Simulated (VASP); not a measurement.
Input of a VASP 6.6.1 run:

INCAR

```
SYSTEM = H10SO4
PREC     = Accurate       ! precision mode
ENCUT    = 520            ! plane-wave cutoff, eV
EDIFF    = 1E-7           ! SCF threshold, eV
ISMEAR   = -1             ! smearing method
SIGMA    = 0.02           ! smearing width, eV
LREAL    = Auto         
LASPH    = .TRUE.         ! aspherical terms in the spheres
NELM     = 100            ! most SCF steps
ALGO     = Normal         ! electronic algorithm
ISIF     = 2              ! what is computed and relaxed
LWAVE    = .FALSE.        ! write WAVECAR
LCHARG   = .TRUE.         ! write CHGCAR
GGA      = PE             ! functional
IVDW     = 12             ! dispersion correction
LELF     = .TRUE.         ! ELF
LVHAR    = .TRUE.       
NBANDS   = 33             ! bands
```

Contents of KPOINTS:

```
regular mesh
0
G
  1 1 1
  0 0 0
```

The input POSCAR:

```
H10SO4
1.0
    5.6462160000      0.0000000000      0.0000000000
    0.0000000000      5.6462160000      0.0000000000
    0.0000000000      0.0000000000      5.6462160000
O H S
4 10 1
Direct
    0.7829845688      0.5344641438      0.7578881148
    0.3251558212      0.7398583405      0.1693877811
    0.1717964740      0.9210416321      0.7333584121
    0.6480800593      0.8488694021      0.4614949198
    0.7246091896      0.6261184482      0.6184141733
    0.8551922208      0.3883308750      0.7022225150
    0.2743607400      0.7868278507      0.0064645065
    0.2529658802      0.5876856287      0.1933684436
    0.3258111273      0.9031889676      0.6539955255
    0.0632813197      0.8081872886      0.6632052334
    0.5284601227      0.8052472665      0.3430616186
    0.7289306679      0.9932847061      0.4211847368
    0.8647384372      0.3752955962      0.0911229751
    1.0547949281      0.0531860630      0.1055928431
    1.0016619981      0.2379115500      0.2548963766
```

Potentials or basis: VASP PAW PBE potentials, release 64 (O, H, S).

Run with:

```sh
$ cat potpaw_PBE.64/O/POTCAR potpaw_PBE.64/H/POTCAR potpaw_PBE.64/S/POTCAR > POTCAR
$ mpirun -np 1 vasp_gam > vasp.out
```

**Question.** Predict the largest force.

**Answer.** 1.451 eV/Å.

**Question.** What does it give for the band gap on the k mesh?

**Answer.** 4.48 eV.

**Question.** Predict the dispersion energy per atom.

**Answer.** -0.038 eV.

**Question.** Predict the pressure.

**Answer.** 0.3 GPa.

Forces in eV/Å, atoms in the order of the input:
```
O    0.322 -0.323  0.369
O   -0.320  0.542 -0.729
O    0.479  0.314  0.429
O   -0.236 -0.647  1.238
H    0.131  0.084  0.163
H   -0.061  0.000 -0.261
H    0.249  0.056  0.249
H   -0.357 -1.015  0.180
H   -0.080  0.064 -0.177
H   -0.239 -0.384 -0.038
H   -0.265  0.200 -0.923
H    0.404  0.710 -0.538
H    0.798 -0.937  0.768
H   -0.251  0.660  0.156
S   -0.574  0.677 -0.886
```

Caveat: the k points lie up to 1.11 Å⁻¹ apart.
